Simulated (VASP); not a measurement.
# Al2Cu (Amm2) in VASP: single point with PBEsol

Aim: the single point of Al2Cu with PBEsol.

All numbers are computed with VASP 6.6.1; they aren't measurements. Logs are shortened: lines on timing, memory, paths and dates and some standing lists are left out, and cuts for length are marked.

## Step 1: The cell of the first run

Symmetry: Amm2, No. 38, orthorhombic system. The conventional cell has a = 2.846 Å, b = 4.084 Å, c = 24.505 Å, α = 90.00°, β = 90.00°, γ = 90.00°. Within 2.7 Å of Al (site symmetry mm2) lie 1 Al at 2.04 Å and 2 Cu at 2.49 Å. Within 3.3 Å of Al (site symmetry mm2) lie 4 Cu at 2.49 Å and 6 Al at 2.85 to 2.89 Å. Al (site symmetry mm2) has 4 Cu at 2.49 Å and 6 Al at 2.85 to 2.89 Å within 3.3 Å. Al (site symmetry mm2) has 1 Al at 2.04 Å and 4 Cu at 2.49 Å within 2.7 Å. Al (site symmetry mm2) has 4 Cu at 2.49 Å and 6 Al at 2.85 to 2.89 Å within 3.3 Å. Within 3.3 Å of Al (site symmetry mm2) lie 4 Cu at 2.49 Å and 6 Al at 2.85 to 2.89 Å. Within 3.3 Å of Cu (site symmetry mm2) lie 8 Al at 2.49 Å and 2 Cu at 2.85 Å. Cu (site symmetry mm2) has 8 Al at 2.49 Å and 2 Cu at 2.85 Å within 3.3 Å.

## Step 2: Single point, PBEsol (the part above a cut slid along it)

Input file INCAR:

```
PREC = Accurate ; ENCUT = 520
EDIFF = 1E-7 ; ISMEAR = 0
SIGMA = 0.15 ; LREAL = F
LASPH = T ; NELM = 60
ALGO = Fast ; ISIF = 2
LWAVE = F ; LCHARG = F
GGA = PS ; ISYM = 0
NBANDS = 36
```

Input file KPOINTS:

```
regular mesh
0
Gamma
  11 16 4
```

Input file POSCAR:

```
Al2Cu
1.0
    0.0000000000     -4.0841721958      0.0000000000
    0.0000000000      0.0000000000     -2.8463947559
   12.2525165873     -2.0420860979      0.0000000000
Al Cu
6 3
Direct
   -0.0416583333      0.5000000000      0.0833166667
   -0.2083250000      0.5000000000      0.4166500000
   -0.3749916667      0.5000000000      0.7499833333
    0.0416750000      0.5000000000      0.9166500000
    0.3750083333      0.5000000000      0.2499833333
    0.2083416667      0.5000000000      0.5833166667
    0.8750083333      0.0000000000      0.2499833333
    0.7083416667      0.0000000000      0.5833166667
    0.5416750000      0.0000000000      0.9166500000
```

Potentials or basis: VASP PAW PBE potentials, release 64 (Al, Cu).

On the command line:

```console
> cat potpaw_PBE.64/Al/POTCAR potpaw_PBE.64/Cu/POTCAR > POTCAR
> mpirun -np 1 vasp_std > vasp.out
```

OUTCAR:

```text
PREC = Accurate
   ENCUT = 520
   EDIFF = 1E-7
   ISMEAR = 0
   LREAL = F
   LASPH = T
   NELM = 60
   ISIF = 2
   GGA = PS
   ISYM = 0

 ion  position               nearest neighbor table
   1  0.958  0.500  0.083-   4 2.04   7 2.49   7 2.49   5 2.89   5 2.89
   2  0.792  0.500  0.417-   7 2.49   7 2.49   8 2.49   8 2.49   5 2.89   6 2.89   5 2.89   6 2.89

   3  0.625  0.500  0.750-   8 2.49   8 2.49   9 2.49   9 2.49   6 2.89   6 2.89   4 2.89   4 2.89

   4  0.042  0.500  0.917-   1 2.04   9 2.49   9 2.49   9 2.49   9 2.49   3 2.89   3 2.89
   5  0.375  0.500  0.250-   7 2.49   7 2.49   7 2.49   7 2.49   1 2.89   1 2.89   2 2.89   2 2.89

   6  0.208  0.500  0.583-   8 2.49   8 2.49   8 2.49   8 2.49   3 2.89   3 2.89   2 2.89   2 2.89

   7  0.875  0.000  0.250-   1 2.49   1 2.49   5 2.49   5 2.49   5 2.49   5 2.49   2 2.49   2 2.49

   8  0.708  0.000  0.583-   3 2.49   3 2.49   6 2.49   6 2.49   6 2.49   6 2.49   2 2.49   2 2.49

   9  0.542  0.000  0.917-   4 2.49   4 2.49   4 2.49   4 2.49   3 2.49   3 2.49

IMPORTANT INFORMATION: All symmetrisations will be switched off!
NOSYMM: (Re-)initialisation of all symmetry stuff for point group C_1.

----------------------------------------------------------------------------------------

                                     Primitive cell

  volume of cell :     142.4375

  direct lattice vectors                    reciprocal lattice vectors
     0.000000000 -4.084172196  0.000000000    -0.040807943 -0.244847659  0.000000000
     0.000000000  0.000000000 -2.846394756     0.000000000  0.000000000 -0.351321614
    12.252516587 -2.042086098  0.000000000     0.081615886  0.000000000  0.000000000

  length of vectors
     4.084172196  2.846394756 12.421524800     0.248225027  0.351321614  0.081615886

  position of ions in fractional coordinates (direct lattice)
     0.958341667  0.500000000  0.083316667
     0.791675000  0.500000000  0.416650000
     0.625008333  0.500000000  0.749983333
     0.041675000  0.500000000  0.916650000
     0.375008333  0.500000000  0.249983333
     0.208341667  0.500000000  0.583316667
     0.875008333  0.000000000  0.249983333
     0.708341667  0.000000000  0.583316667
     0.541675000  0.000000000  0.916650000

  ion indices of the primitive-cell ions
   primitive index   ion index
                 1           1
                 2           2
                 3           3
                 4           4
                 5           5
                 6           6
                 7           7
                 8           8
                 9           9

----------------------------------------------------------------------------------------

 KPOINTS: regular mesh

Automatic generation of k-mesh.
 Grid dimensions read from file:
 generate k-points for:   11   16    4

 Generating k-lattice:

  Cartesian coordinates                     Fractional coordinates (reciprocal lattice)
    -0.003709813 -0.022258878  0.000000000     0.090909091  0.000000000  0.000000000
     0.000000000  0.000000000 -0.021957601     0.000000000  0.062500000  0.000000000
     0.020403972  0.000000000  0.000000000     0.000000000  0.000000000  0.250000000

  Length of vectors
     0.022565912  0.021957601  0.020403972

  Shift w.r.t. Gamma in fractional coordinates (k-lattice)
     0.000000000  0.000000000  0.000000000

 -----------------------------------------------------------------------------
|                                                                             |
|           W    W    AA    RRRRR   N    N  II  N    N   GGGG   !!!           |
|           W    W   A  A   R    R  NN   N  II  NN   N  G    G  !!!           |
|           W    W  A    A  R    R  N N  N  II  N N  N  G       !!!           |
|           W WW W  AAAAAA  RRRRR   N  N N  II  N  N N  G  GGG   !            |
|           WW  WW  A    A  R   R   N   NN  II  N   NN  G    G                |
|           W    W  A    A  R    R  N    N  II  N    N   GGGG   !!!           |
|                                                                             |
|     Your reciprocal lattice and k-lattice belong to different lattice       |
|     classes:                                                                |
|                                                                             |
|        The reciprocal lattice is base centered orthorhombic,                |
|        whereas your k-lattice is simple monoclinic.                         |
|                                                                             |
|     Results are often still useful ...                                      |
|                                                                             |
 -----------------------------------------------------------------------------

 WARNING: IBZKPT: internal override: KBLOWUP is changed to .FALSE.
      ... skipping the blow-up phase ...

 Subroutine IBZKPT returns following result:
 ===========================================

 Found    354 irreducible k-points:

 Following reciprocal coordinates:
            Coordinates               Weight
  0.000000  0.000000  0.000000      1.000000
  0.090909  0.000000  0.000000      2.000000
  0.181818  0.000000  0.000000      2.000000
  0.272727  0.000000  0.000000      2.000000
  0.363636  0.000000  0.000000      2.000000
  0.454545  0.000000  0.000000      2.000000
[... 16 lines left out ...]
  0.454545  0.125000  0.000000      2.000000
 -0.454545  0.125000 -0.000000      2.000000
 [... further k-points ...]
   k-points           NKPTS =    354   k-points in BZ     NKDIM =    354   number of bands    NBANDS=     36
   number of dos      NEDOS =    301   number of ions     NIONS =      9
   total plane-waves  NPLWV =  69120
   dimension x,y,z NGX =    30 NGY =   24 NGZ =   96
   dimension x,y,z NGXF=    60 NGYF=   48 NGZF=  192
   ions per type =               6   3
   NGX,Y,Z   is equivalent  to a cutoff of  12.21, 14.02, 12.85 a.u.
   NGXF,Y,Z  is equivalent  to a cutoff of  24.42, 28.03, 25.70 a.u.
 SYSTEM =  unknown system
   PREC   = accura    normal or accurate (medium, high low for compatibility)
   ISTART =      0    job   : 0-new  1-cont  2-samecut
   ICHARG =      2    charge: 1-file 2-atom 10-const
   ISPIN  =      1    spin polarized calculation?
   LNONCOLLINEAR =      F non collinear calculations
   LSORBIT =      F    spin-orbit coupling
   LASPH  =      T    aspherical Exc in radial PAW
   ENCUT  =  520.0 eV  38.22 Ry    6.18 a.u.   7.59  5.29 23.10*2*pi/ulx,y,z
   NELM   =     60;   NELMIN=  2; NELMDL= -5     # of ELM steps
   EDIFF  = 0.1E-06   stopping-criterion for ELM
   LREAL  =      F    real-space projection
   EDIFFG = 0.1E-05   stopping-criterion for IOM
   NSW    =      0    number of steps for IOM
   IBRION =     -1    ionic relax: 0-MD 1-quasi-New 2-CG
   NFREE  =      0    steps in history (QN), initial steepest desc. (CG)
   ISIF   =      2    stress and relaxation
   ISYM   =      0    0-nonsym 1-usesym 2-fastsym
   POTIM  = 0.5000    time-step for ionic-motion
   TEBEG  =    0.0;   TEEND  =   0.0 temperature during run
   PSTRESS=    0.0 pullay stress
   NELECT =      51.0000    total number of electrons
   NUPDOWN=      -1.0000    fix difference up-down
   EMIN   =  10.00;   EMAX   =-10.00  energy-range for DOS
   EFERMI =   0.00;   METHOD = LEGACY
   ISMEAR =     0;   SIGMA  =   0.15  broadening in eV -4-tet -1-fermi 0-gaus
   EFERMI_NEDOS =   21; number of points for ismear=-14 and -15
   IALGO  =     68    algorithm
   IMIX   =      4    mixing-type and parameters
     AMIX     =   0.40;   BMIX     =  1.00
     AMIX_MAG =   1.60;   BMIX_MAG =  1.00
  volume/ion in A,a.u.               =      15.83       106.80
  Fermi-wavevector in a.u.,A,eV,Ry     =   1.162492  2.196792 18.386753  1.351388
  Thomas-Fermi vector in A             =   2.299053
   LORBIT       =      0    0 simple, 1 ext, 2 COOP (PROOUT), +10 PAW based schemes
   GGA     = PS    functional components
   LHFCALC =     F    Hartree Fock is set to
   AEXX    =    0.0000 exact exchange contribution
   IVDW    =     0    specifies the selected vdW correction
   LEPSILON=     F    determine dielectric tensor
   LRPA    =     F    only Hartree local field effects (RPA)
 non-spin polarized calculation
 RMM-DIIS sequential band-by-band and
 Gauss-broadening in eV      SIGMA  =   0.15
  energy-cutoff  :      520.00
  volume of cell :      142.44
 maximum number of plane-waves:      3860
   NGX = 15   NGY = 11   NGZ = 47

 number of electron      50.9999952 magnetization

 Free energy of the ion-electron system (eV)
  ---------------------------------------------------
  ext. energy  EPLUGINS =         0.00000000
  ---------------------------------------------------
  free energy    TOTEN  =       -35.69590051 eV

  energy without entropy =      -35.66595309  energy(sigma->0) =      -35.68092680

 E-fermi :   7.2441     XC(G=0): -10.5801

 val. band max:        7.2384446414   @ k =   0.0000  -0.3125   0.2500
 cond. band min:       7.2598929227   @ k =  -0.2727   0.1875   0.2500
 fundamental gap:      0.0214482813
 Fermi energy:         7.2440903038

 k-point     1 :       0.0000    0.0000    0.0000
  band No.  band energies     occupation
      1      -3.4096      2.00000
      2      -2.5482      2.00000
      3      -2.4738      2.00000
      4       0.3414      2.00000
      5       0.5653      2.00000
      6       1.8957      2.00000
[... 28 lines left out ...]
     35      12.9057      0.00000
     36      13.4416      0.00000

 k-point     2 :       0.0909    0.0000    0.0000
  band No.  band energies     occupation
      1      -3.3376      2.00000
      2      -2.5243      2.00000
      3      -2.3553      2.00000
      4       0.3238      2.00000
      5       0.6706      2.00000
      6       1.8574      2.00000
[... 28 lines left out ...]
     35      13.2181      0.00000
     36      13.6330      0.00000

 k-point     3 :       0.1818    0.0000    0.0000
  band No.  band energies     occupation
      1      -3.1237      2.00000
      2      -2.3852      2.00000
      3      -2.0719      2.00000
      4       0.3329      2.00000
      5       0.8875      2.00000
      6       1.6756      2.00000
[... 28 lines left out ...]
     35      13.7798      0.00000
     36      13.8463      0.00000

 k-point     4 :       0.2727    0.0000    0.0000
  band No.  band energies     occupation
      1      -2.7767      2.00000
      2      -2.1190      2.00000
      3      -1.6546      2.00000
      4       0.3458      2.00000
      5       0.9757      2.00000
      6       1.3015      2.00000
[... 28 lines left out ...]
     35      13.8133      0.00000
     36      14.1791      0.00000

 k-point     5 :       0.3636    0.0000    0.0000
  band No.  band energies     occupation
      1      -2.3220      2.00000
      2      -1.7540      2.00000
      3      -1.1356      2.00000
      4       0.1496      2.00000
      5       0.4373      2.00000
      6       1.0401      2.00000
[... 655 lines left out ...]
 k-point    22 :       0.3636    0.1250    0.0000
  band No.  band energies     occupation
      1      -2.0366      2.00000
      2      -1.4739      2.00000
      3      -0.8611      2.00000
      4       0.3814      2.00000
      5       0.6353      2.00000
      6       1.2343      2.00000
[... 28 lines left out ...]
     35      13.7706      0.00000
     36      13.9618      0.00000

 k-point    23 :       0.4545    0.1250    0.0000
  band No.  band energies     occupation
      1      -1.5765      2.00000
      2      -1.1405      2.00000
      3      -0.4341      2.00000
      4      -0.0156      2.00000
      5       0.2853      2.00000
      6       0.7234      2.00000
[... 28 lines left out ...]
     35      13.9622      0.00000
     36      14.1503      0.00000

 k-point    24 :      -0.4545    0.1250   -0.0000
  band No.  band energies     occupation
      1      -1.5765      2.00000
      2      -1.1405      2.00000
      3      -0.4341      2.00000
      4      -0.0156      2.00000
      5       0.2853      2.00000
      6       0.7234      2.00000
[... 28 lines left out ...]
     35      13.9622      0.00000
     36      14.1508      0.00000

 [... further k-points ...]

------------------------ aborting loop because EDIFF is reached ----------------------------------------

  FORCE on cell =-STRESS in cart. coord.  units (eV):
  Direction    XX          YY          ZZ          XY          YZ          ZX
  --------------------------------------------------------------------------------------
  -------------------------------------------------------------------------------------
  Total       13.0753164      0.9724535     -0.3909467     -0.0043792     -0.0000015      0.0000022
  in kB      147.0748161     10.9384292     -4.3974776     -0.0492585     -0.0000164      0.0000249
  external PRESSURE =      51.2052559 kB  Pullay stress =       0.0000000 kB

 VOLUME and BASIS-vectors are now :
 -----------------------------------------------------------------------------
  energy-cutoff  :      520.00
  volume of cell :      142.44
      direct lattice vectors                 reciprocal lattice vectors
     0.000000000 -4.084172196  0.000000000    -0.040807943 -0.244847659  0.000000000
     0.000000000  0.000000000 -2.846394756     0.000000000  0.000000000 -0.351321614
    12.252516587 -2.042086098  0.000000000     0.081615886  0.000000000  0.000000000

 POSITION                                       TOTAL-FORCE (eV/Angst)
 -----------------------------------------------------------------------------------
      1.02084     -4.08417     -1.42320         6.313674     -0.001302     -0.000000
      5.10501     -4.08417     -1.42320         0.008959      0.000857      0.000000
      9.18918     -4.08417     -1.42320         0.273333      0.000786      0.000000
     11.23127     -2.04209     -1.42320        -7.067495      0.001811     -0.000000
      3.06292     -2.04209     -1.42320         0.211748     -0.000776      0.000000
      7.14710     -2.04209     -1.42320        -0.109241     -0.000178      0.000000
      3.06292     -4.08417      0.00000        -0.097508      0.000614     -0.000000
      7.14710     -4.08417      0.00000         0.120039     -0.000519     -0.000000
     11.23127     -4.08417      0.00000         0.346491     -0.001292      0.000000
 -----------------------------------------------------------------------------------
    total drift:                                0.000127     -0.000006     -0.000000

  FREE ENERGIE OF THE ION-ELECTRON SYSTEM (eV)
  ---------------------------------------------------
  free  energy   TOTEN  =       -35.6959005110 eV

  energy  without entropy=      -35.6659530880  energy(sigma->0) =      -35.68092680
```

It took 26 min on 1 thread of Oxide Virtual Turin-like, shared host; peak memory 1.2 GiB.

Results:

```yaml
Free_energy: -35.6959 eV
Pressure: 5.1 GPa
Largest_force: 7.067 eV/Å
Band_gap_on_the_k_mesh: zero (an odd number of electrons rules out a gap without spin polarisation)
```

Forces on the atoms (eV/Å):
```
Al   6.314 -0.001  0.000
Al   0.009  0.001  0.000
Al   0.273  0.001  0.000
Al  -7.067  0.002  0.000
Al   0.212 -0.001  0.000
Al  -0.109  0.000  0.000
Cu  -0.098  0.001  0.000
Cu   0.120 -0.001  0.000
Cu   0.346 -0.001  0.000
```

Levels at points of the mesh, in eV from the Fermi level:
```csv
k point,band 24,band 25,band 26,band 27,band 28,band 29
"(0.00, 0.00, 0.00)",-1.06,-0.05,0.71,0.94,1.59,1.87
"(0.00, 0.50, 0.00)",-1.30,-0.91,1.88,2.66,2.71,2.80
"(0.00, 0.00, 0.50)",-1.45,0.43,0.80,1.01,2.18,2.36
"(0.00, 0.50, 0.50)",0.17,0.50,0.53,0.78,2.70,2.77
```

Caveat: the cell differs from its parent crystal (the part above a cut slid along it); the stress differs along the axes, from -0 to 15 GPa; the PAW data sets were made with another functional, which shifts forces and pressure a little.

The gap in the log of VASP goes by the Fermi energy; the results here count the filled bands.